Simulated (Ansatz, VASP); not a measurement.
# One calculation of Al3BN2, two programs

```
Al B N
1.0
     5.11049    0.00000    0.00000
    -2.55524    4.42581    0.00000
     0.00000    0.00000    2.74746
Al B N
3 1 2
Cartesian
  -1.2776 2.2129 2.8253
  2.5552 0.0000 2.8253
  1.2776 2.2129 2.8253
  0.0000 0.0000 0.0775
  2.5552 1.4753 1.4518
  0.0000 2.9505 1.4518
```

Change from the starting cell: species swapped into the NaSn2Pd3 type (P6mm, No. 183).

Alike in both runs: functional PBE; k mesh 3 × 3 × 3; occupations gaussian, width 0.15 eV; no spin polarisation.

Ansatz relaxed the structure, and its values are those at the end. VASP's run is a single point on that final structure, the one shown.

|  | VASP | Ansatz |
| --- | --- | --- |
| version | VASP 6.6.1 | Ansatz 0.2.0 |
| potentials or method | VASP PAW PBE potentials, release 64 (Al, B, N), cutoff 600 eV | scalar-relativistic, plane waves, PAW |
| valence electrons in the cell | 22 | 22 |

```tsv
	VASP	Ansatz	Ansatz less VASP
gap on the k mesh at the Fermi level (eV)	0.19	0.19	+0.001
least direct gap on the mesh (eV)	0.55	0.55	+0.003
pressure (GPa)	-0.3	0.0	+0.30
```

The k mesh is coarse, so the values compare programs but aren't converged.
